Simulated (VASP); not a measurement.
Runs of VASP 6.6.1 on Tc3Sn. Symmetry: P-6m2, No. 187, hexagonal system. Conventional cell: a = 2.942 Å, b = 2.942 Å, c = 8.633 Å, α = 90.00°, β = 90.00°, γ = 120.00°. Within 3.5 Å of Tc (site symmetry -6m2) lie 12 Tc at 2.67 to 2.94 Å. Within 3.5 Å of Tc (site symmetry 3m) lie 9 Tc at 2.67 to 2.94 Å and 3 Sn at 2.83 Å. Sn (site symmetry -6m2) has 6 Tc at 2.83 Å and 6 Sn at 2.94 Å within 3.7 Å. 

```csv
k mesh,gap on the mesh (eV),pressure (GPa),largest force (eV/Å)
3 × 3 × 1,none,2.0,0.13
7 × 7 × 2,none,-2.2,0.11
5 × 5 × 2,none,-2.3,0.30
11 × 11 × 4,none,-2.2,0.07
4 × 4 × 2,none,(a),0.05
9 × 9 × 3,none,-2.1,0.11
```

Alike in all rows: task single point; level PBE; potentials or basis VASP PAW PBE potentials, release 64 (Tc_pv, Sn_d); no spin polarisation; cell as given; cutoff (eV) 500; smearing fermi-dirac 0.05 eV.

Task: Fill in the values left out.

Result: (a) -1.6.

Caveats: some runs use coarse meshes; spin-orbit coupling is left out, which moves the levels of the heavy elements.

A k mesh can miss the band edges, and the runs leave out spin-orbit coupling on Sn, Tc.

A gap of «none» marks levels without a gap at the run's occupations.
